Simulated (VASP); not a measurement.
Wanted: the native input for a VASP 6.6.1 run.

```
Task                   : single point
Functional             : PBE
Potentials or basis    : VASP PAW PBE potentials, release 64 (Ga_d, P)
Cutoff                 : 500 eV
k mesh                 : 8 × 8 × 8
Occupations            : gaussian, width 0.02 eV
Spin                   : no spin polarisation
Dipole correction      : no
Further INCAR settings : ALGO = Normal; EDIFF = 1e-06; NBANDS = 16
```

The structure of GaP lies in POSCAR:

```
GaP
1.0
    0.0000000000      2.7529797080      2.7529797080
    2.7529797080      0.0000000000      2.7529797080
    2.7529797080      2.7529797080      0.0000000000
Ga P
1 1
Direct
    0.0000000000      0.0000000000      0.0000000000
    0.2500000000      0.2500000000      0.2500000000
```

These files were run (other wordings do the same):

INCAR

```
  PREC = Accurate
  ENCUT = 500
  EDIFF = 1E-6
  ISMEAR = 0
  SIGMA = 0.02
  LREAL = F
  LASPH = T
  NELM = 120
  ALGO = Normal
  ISIF = 2
  LWAVE = F
  LCHARG = F
  GGA = PE
  NBANDS = 16
  GGA_COMPAT = F
```

KPOINTS

```
regular mesh
0
Gamma
  8 8 8
```

Potentials or basis: VASP PAW PBE potentials, release 64 (Ga_d, P).

Run with:

```bash
$ cat potpaw_PBE.64/Ga_d/POTCAR potpaw_PBE.64/P/POTCAR > POTCAR
$ mpirun -np 1 vasp_std > vasp.out
```

It gave:

```yaml
Pressure: -0.1 GPa
Band_gap_on_the_k_mesh: 1.58 eV
```

Wall time 21 s on 1 thread of Intel Xeon 8259CL (shared host), peak memory 0.16 GiB.
